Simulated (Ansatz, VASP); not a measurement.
## Sn: VASP beside Ansatz

```
CELL_PARAMETERS angstrom
0.00000 3.34297 3.24560
3.34297 0.00000 3.24560
3.34297 3.34297 0.00000
ATOMIC_POSITIONS crystal
Sn 0.50000 0.50000 0.50000
Sn 0.75000 0.75000 0.75000
```

Change from the starting cell: strain +0.030 along x and y, +0.000 along z, atoms carried along.

Alike in both runs: task single point; functional PBEsol; k mesh 12 × 12 × 12; occupations gaussian, width 0.15 eV; no spin polarisation.

|  | VASP | Ansatz |
| --- | --- | --- |
| version | VASP 6.6.1 | Ansatz 0.2.0 |
| potentials or method | VASP PAW PBE potentials, release 64 (Sn_d), cutoff 520 eV | scalar-relativistic, plane waves, PAW |
| valence electrons in the cell | 28 | 28 |

```csv
,VASP,Ansatz,Ansatz less VASP
gap on the k mesh at the Fermi level (eV),none,none,-
pressure (GPa),-1.4,-1.4,+0.06
"traceless stress, the component that is largest in VASP (GPa)",0.56,0.56,0.000
```

VASP's potentials were made for PBE, not for PBEsol. A gap of «none» marks a metal or a gap that the smearing closes.
